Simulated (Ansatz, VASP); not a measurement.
AlN in VASP and in Ansatz

Contents of INCAR:

```
SYSTEM = AlN
PREC = Accurate
ENCUT = 520
EDIFF = 1E-7
ISMEAR = 0
SIGMA = 0.02
LREAL = .False.
LASPH = .True.
NELM = 60
ALGO = Normal
ISIF = 2
LWAVE = .False.
LCHARG = .True.
GGA = PS
LELF = .True.
LVHAR = .True.
NBANDS = 16
```

KPOINTS

```
regular mesh
0
Gamma
  9 9 6
  0 0 0
```

The input POSCAR:

```
AlN
1.0
    3.1184996668      0.0000000000      0.0000000000
   -1.5592498334      2.7006999331      0.0000000000
    0.0000000000      0.0000000000      5.4380169800
Al N
2 2
Direct
    0.3333333333      0.6666666667     -0.0301325834
    0.6666666667      0.3333333333      0.4698674166
    0.3333333333      0.6666666667      0.4151325834
    0.6666666667      0.3333333333      0.9151325834
```

Input for Ansatz:

```yaml
crystal:
  lattice:
    - [3.1184996668, 0.0, 0.0]
    - [-1.5592498334, 2.7006999331, 0.0]
    - [0.0, 0.0, 5.43801698]
  atoms:
    - { symbol: Al, position: [0.3333333333, 0.6666666667, -0.0301325834] }
    - { symbol: Al, position: [0.6666666667, 0.3333333333, 0.4698674166] }
    - { symbol: "N", position: [0.3333333333, 0.6666666667, 0.4151325834] }
    - { symbol: "N", position: [0.6666666667, 0.3333333333, 0.9151325834] }
basis:
  ecutwfc: 420
kpoints:
  mp_grid: { grid: [9, 9, 6] }
hamiltonian:
  xc: pbesol
scf:
  occupations: { method: gaussian, width: 0.02 }
output:
  forces: true
  stress: true
  eigenvalues: true
```

Alike in both runs: task single point; functional PBEsol; k mesh 9 × 9 × 6; occupations gaussian, width 0.02 eV; no spin polarisation.

|  | VASP | Ansatz |
| --- | --- | --- |
| version | VASP 6.6.1 | Ansatz 0.2.0 |
| potentials or method | VASP PAW PBE potentials, release 64 (Al, N), cutoff 520 eV | scalar-relativistic, plane waves, PAW |
| valence electrons in the cell | 16 | 16 |

```csv
,VASP,Ansatz,Ansatz less VASP
gap on the k mesh at the Fermi level (eV),2.64,2.63,-0.008
least direct gap on the mesh (eV),2.64,2.63,-0.008
pressure (GPa),-2.0,-2.0,-0.05
"traceless stress, the component that is largest in VASP (GPa)",-15.67,-15.44,+0.231
rms of the force components (eV/Å),0.566,0.563,-0.0030
```

VASP's potentials were made for PBE, not for PBEsol. Atom by atom the forces differ by 0.003 eV/Å (rms over components). With one functional, cell and mesh, what is left measures potentials, basis and numerics.
